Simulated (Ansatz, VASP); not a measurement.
**Two plane-wave programs on InBSe2**

```xyz
4
Lattice="3.2445 0.0000 0.0000 -1.6223 2.8099 0.0000 0.0000 0.0000 8.6457" Properties=species:S:1:pos:R:3 pbc="T T T"
In    0.0000    0.0000    4.3229
B     0.0000    0.0000    0.0000
Se    0.0000    1.8732    1.3199
Se    1.6223    0.9366    7.3259
```

Alike in both runs: functional PBE; k mesh 18 × 18 × 6; occupations gaussian, width 0.1 eV; no spin polarisation.

Ansatz relaxed the structure, and its values are those at the end. VASP's run is a single point on that final structure, the one shown.

|  | VASP | Ansatz |
| --- | --- | --- |
| version | VASP 6.6.1 | Ansatz 0.2.0 |
| potentials or method | VASP PAW PBE potentials, release 64 (In_d, B, Se), cutoff 520 eV | scalar-relativistic, plane waves, PAW |
| valence electrons in the cell | 28 | 48 |

|  | VASP | Ansatz | Ansatz less VASP |
| --- | --- | --- | --- |
| gap on the k mesh at the Fermi level (eV) | none | none | - |
| pressure (GPa) | 0.1 | 0.0 | -0.06 |
| rms of the force components (eV/Å) | 0.005 | 0.000 | -0.0044 |

A gap of «none» marks a metal or a gap that the smearing closes. VASP's potentials hold 28 valence electrons a cell and Ansatz's 48, so a difference there can come from the potentials and not from the codes.
